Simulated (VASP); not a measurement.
# SrLi2SnS4 (I-42m) in VASP: relaxation of cell and atoms with PBEsol

Aim: the relaxation of cell and atoms of SrLi2SnS4 with PBEsol.

Everything below comes from runs of VASP 6.6.1. Logs are shortened: lines on timing, memory, paths and dates and some standing lists are left out, and cuts for length are marked.

## Step 1: The cell of the first run

Symmetry: I-42m, No. 121, tetragonal system. Conventional cell: a = 6.659 Å, b = 6.659 Å, c = 7.918 Å, α = 90.00°, β = 90.00°, γ = 90.00°. Li (site symmetry -4) has 4 S at 2.47 Å within 3.3 Å. Sr (site symmetry -42m) has 8 S at 3.08 to 3.25 Å and 8 Li at 3.87 Å and 2 Sn at 3.96 Å within 4.1 Å. Sn (site symmetry -42m) has 4 S at 2.37 Å within 3.1 Å. S (site symmetry m) has 1 Sn at 2.37 Å and 2 Li at 2.47 Å and 1 Sr at 3.08 Å within 3.1 Å.

## Step 2: Relaxation of cell and atoms, PBEsol

Input file INCAR:

```
ALGO = Normal
EDIFF = 1E-6
EDIFFG = -0.01
ENCUT = 600
GGA = PS
IBRION = 2
ISIF = 3
ISMEAR = -1
LASPH = True
LCHARG = False
LREAL = False
LWAVE = False
NELM = 100
NSW = 80
PREC = Accurate
SIGMA = 0.02
```

Input file KPOINTS:

```
k-points
0
Gamma
  6 6 6
```

Input file POSCAR:

```
SrLi2SnS4
1.0
   -3.3295000000      3.3295000000      3.9590000000
    3.3295000000     -3.3295000000      3.9590000000
    3.3295000000      3.3295000000     -3.9590000000
Li Sr Sn S
2 1 1 4
Direct
    0.2500000000      0.7500000000      0.5000000000
    0.7500000000      0.2500000000      0.5000000000
    0.5000000000      0.5000000000      0.0000000000
    0.0000000000      0.0000000000      0.0000000000
    0.0352600000      0.0352600000      0.4132000000
    0.9647400000      0.3779400000      0.0000000000
    0.6220600000      0.6220600000      0.5868000000
    0.3779400000      0.9647400000      0.0000000000
```

Potentials or basis: VASP PAW PBE potentials, release 64 (Li_sv, Sr_sv, Sn_d, S).

The run is started by

```bash
cat potpaw_PBE.64/Li_sv/POTCAR potpaw_PBE.64/Sr_sv/POTCAR potpaw_PBE.64/Sn_d/POTCAR potpaw_PBE.64/S/POTCAR > POTCAR
mpirun -np 1 vasp_std > vasp.out
```

OUTCAR:

```text
EDIFF = 1E-6
   EDIFFG = -0.01
   ENCUT = 600
   GGA = PS
   IBRION = 2
   ISIF = 3
   ISMEAR = -1
   LASPH = True
   LREAL = False
   NELM = 100
   NSW = 80
   PREC = Accurate

 ion  position               nearest neighbor table
   1  0.250  0.750  0.500-   5 2.47   8 2.47   7 2.47   6 2.47
   2  0.750  0.250  0.500-   5 2.47   6 2.47   7 2.47   8 2.47
   3  0.500  0.500  0.000-   7 3.08   6 3.08   8 3.08   5 3.08   5 3.25   7 3.25   8 3.25   6 3.25
                             4 3.96   4 3.96
   4  0.000  0.000  0.000-   5 2.37   7 2.37   6 2.37   8 2.37   3 3.96   3 3.96
   5  0.035  0.035  0.413-   4 2.37   2 2.47   1 2.47   3 3.08   3 3.25
   6  0.965  0.378  0.000-   4 2.37   2 2.47   1 2.47   3 3.08   3 3.25
   7  0.622  0.622  0.587-   4 2.37   2 2.47   1 2.47   3 3.08   3 3.25
   8  0.378  0.965  0.000-   4 2.37   1 2.47   2 2.47   3 3.08   3 3.25

  LATTYP: Found a body centered tetragonal cell.
 ALAT       =     6.6590000000
 C/A-ratio  =     1.1890674275

  Lattice vectors:

 A1 = (  -3.3295000000,   3.3295000000,   3.9590000000)
 A2 = (   3.3295000000,  -3.3295000000,   3.9590000000)
 A3 = (   3.3295000000,   3.3295000000,  -3.9590000000)

Analysis of symmetry for initial positions (statically):
=====================================================================
 Subroutine PRICEL returns:
 Original cell was already a primitive cell.

 Routine SETGRP: Setting up the symmetry group for a
 body centered tetragonal supercell.

 Subroutine GETGRP returns: Found  8 space group operations
 (whereof  8 operations were pure point group operations)
 out of a pool of 16 trial point group operations.

The static configuration has the point symmetry D_2d.

Analysis of symmetry for dynamics (positions and initial velocities):
=====================================================================
 Subroutine PRICEL returns:
 Original cell was already a primitive cell.

 Routine SETGRP: Setting up the symmetry group for a
 body centered tetragonal supercell.

 Subroutine GETGRP returns: Found  8 space group operations
 (whereof  8 operations were pure point group operations)
 out of a pool of 16 trial point group operations.

The dynamic configuration has the point symmetry D_2d.

 Subroutine INISYM returns: Found  8 space group operations
 (whereof  8 operations are pure point group operations),
 and found     1 'primitive' translations

----------------------------------------------------------------------------------------
[... 122 lines left out ...]
   IALGO  =     38    algorithm
   IMIX   =      4    mixing-type and parameters
     AMIX     =   0.40;   BMIX     =  1.00
     AMIX_MAG =   1.60;   BMIX_MAG =  1.00
  volume/ion in A,a.u.               =      21.94       148.08
  Fermi-wavevector in a.u.,A,eV,Ry     =   1.105108  2.088352 16.616315  1.221265
  Thomas-Fermi vector in A             =   2.241591
   LORBIT       =      0    0 simple, 1 ext, 2 COOP (PROOUT), +10 PAW based schemes
   GGA     = PS    functional components
   LHFCALC =     F    Hartree Fock is set to
   AEXX    =    0.0000 exact exchange contribution
   IVDW    =     0    specifies the selected vdW correction
   LEPSILON=     F    determine dielectric tensor
   LRPA    =     F    only Hartree local field effects (RPA)
 conjugate gradient relaxation of ions
 non-spin polarized calculation
  energy-cutoff  :      600.00
  volume of cell :      175.55
 maximum number of plane-waves:      5923
 NGX is ok and might be reduce to    50
   NGX = 25   NGY = 25   NGZ = 25

--------------------------------------- Ionic step        1  -------------------------------------------

 number of electron      54.0000000 magnetization

 Free energy of the ion-electron system (eV)
  ---------------------------------------------------
  ext. energy  EPLUGINS =         0.00000000
  ---------------------------------------------------
  free energy    TOTEN  =       -37.56708502 eV

  energy without entropy =      -37.56708502  energy(sigma->0) =      -37.56708502

------------------------ aborting loop because EDIFF is reached ----------------------------------------

  FORCE on cell =-STRESS in cart. coord.  units (eV):
  Direction    XX          YY          ZZ          XY          YZ          ZX
  --------------------------------------------------------------------------------------
  -------------------------------------------------------------------------------------
  Total        0.2207792      0.2207792      0.2794294      0.0000000      0.0000000      0.0000000
  in kB        2.0149545      2.0149545      2.5502289      0.0000000      0.0000000      0.0000000
  external PRESSURE =       2.1933793 kB  Pullay stress =       0.0000000 kB
[... 107 lines left out ...]
  FREE ENERGIE OF THE ION-ELECTRON SYSTEM (eV)
  ---------------------------------------------------
  free  energy   TOTEN  =       -37.5821002479 eV

  energy  without entropy=      -37.5821002479  energy(sigma->0) =      -37.58210025

[... ionic steps 4 to 8 ...]

--------------------------------------- Ionic step        9  -------------------------------------------

 number of electron      54.0000005 magnetization

------------------------ aborting loop because EDIFF is reached ----------------------------------------
[... 79 lines left out ...]
--------------------------------------- Ionic step       11  -------------------------------------------

 number of electron      54.0000004 magnetization

 Free energy of the ion-electron system (eV)
  ---------------------------------------------------
  ext. energy  EPLUGINS =         0.00000000
  ---------------------------------------------------
  free energy    TOTEN  =       -37.59024014 eV

  energy without entropy =      -37.59024014  energy(sigma->0) =      -37.59024014

 E-fermi :   3.4389     XC(G=0):  -9.1525

 val. band max:        2.9636195303   @ k =   0.5000   0.5000   0.5000
 cond. band min:       5.3815120755   @ k =   0.5000   0.5000   0.5000
 fundamental gap:      2.4178925451
 Fermi energy:         3.4388591513

 k-point     1 :       0.0000    0.0000    0.0000
  band No.  band energies     occupation
      1     -40.9436      2.00000
      2     -40.9431      2.00000
      3     -30.9987      2.00000
      4     -17.9613      2.00000
      5     -17.9613      2.00000
      6     -17.9495      2.00000
[... 829 lines left out ...]
     31       7.6331      0.00000
     32       7.9276      0.00000

 [... further k-points ...]
[... 5 lines left out ...]
  --------------------------------------------------------------------------------------
  -------------------------------------------------------------------------------------
  Total       -0.0005713     -0.0005713      0.0147848      0.0000000      0.0000000      0.0000000
  in kB       -0.0052816     -0.0052816      0.1366921      0.0000000      0.0000000      0.0000000
  external PRESSURE =       0.0420430 kB  Pullay stress =       0.0000000 kB
[... 23 lines left out ...]
  FREE ENERGIE OF THE ION-ELECTRON SYSTEM (eV)
  ---------------------------------------------------
  free  energy   TOTEN  =       -37.5902401365 eV

  energy  without entropy=      -37.5902401365  energy(sigma->0) =      -37.59024014

 reached required accuracy - stopping structural energy minimisation
```

Wall time 14 min (1 thread of Intel Xeon 6975P-C (Granite Rapids), shared host); peak memory 0.5 GiB.

Results:

| Quantity | Value |
| --- | --- |
| Free energy | -37.5902 eV |
| Relaxed volume | 21.66 Å³/atom |
| Relaxed cell | a = 6.120 Å, b = 6.120 Å, c = 6.120 Å, α = 114.14°, β = 114.14°, γ = 100.49° |
| Space group after relaxing (to 0.1 Å) | I-42m (No. 121) |
| Energy gained by relaxing | 2.9 meV/atom |
| Ionic steps | 11 |
| Pressure after relaxing | 0.0 GPa |
| Largest force after relaxing | 0.005 eV/Å |
| Band gap on the k mesh | 2.42 eV |

Forces in eV/Å, atoms in the order of the input:
```
Li   0.000  0.000  0.000
Li   0.000  0.000  0.000
Sr   0.000  0.000  0.000
Sn   0.000  0.000  0.000
S    0.003  0.003 -0.003
S    0.003 -0.003  0.003
S   -0.003 -0.003 -0.003
S   -0.003  0.003  0.003
```

Step by step:
```csv
step,energy change (eV),largest force (eV/Å),pressure (GPa),volume (Å³)
1,0.0000,0.3561,0.22,175.55
2,-0.0146,0.0943,-0.47,176.32
3,-0.0150,0.0478,-0.61,176.47
4,-0.0209,0.0237,-0.20,174.52
5,-0.0216,0.0162,0.01,173.58
6,-0.0220,0.0187,0.01,173.51
7,-0.0227,0.0255,0.00,173.27
8,-0.0227,0.0274,0.00,173.22
9,-0.0230,0.0172,0.03,173.16
10,-0.0231,0.0181,0.09,173.08
11,-0.0232,0.0051,0.00,173.29
```

Final structure:
```
Li Sr Sn S
1.0
    -3.32695    3.32695    3.91408
     3.32695   -3.32695    3.91408
     3.32695    3.32695   -3.91408
Li Sr Sn S
2 1 1 4
Direct
  0.25000 0.75000 0.50000
  0.75000 0.25000 0.50000
  0.50000 0.50000 0.00000
  0.00000 0.00000 0.00000
  0.03269 0.03269 0.41682
  0.96731 0.38413 0.00000
  0.61587 0.61587 0.58318
  0.38413 0.96731 0.00000
```

Caveat: the cutoff is under 1.25 times the usual one of these potentials, so pressure, stress and relaxed cells hold a basis-set (Pulay) error; the PAW data sets were made with another functional, which shifts forces and pressure a little; spin-orbit coupling is left out, which moves the levels of the heavy elements. A k mesh can miss the band edges.
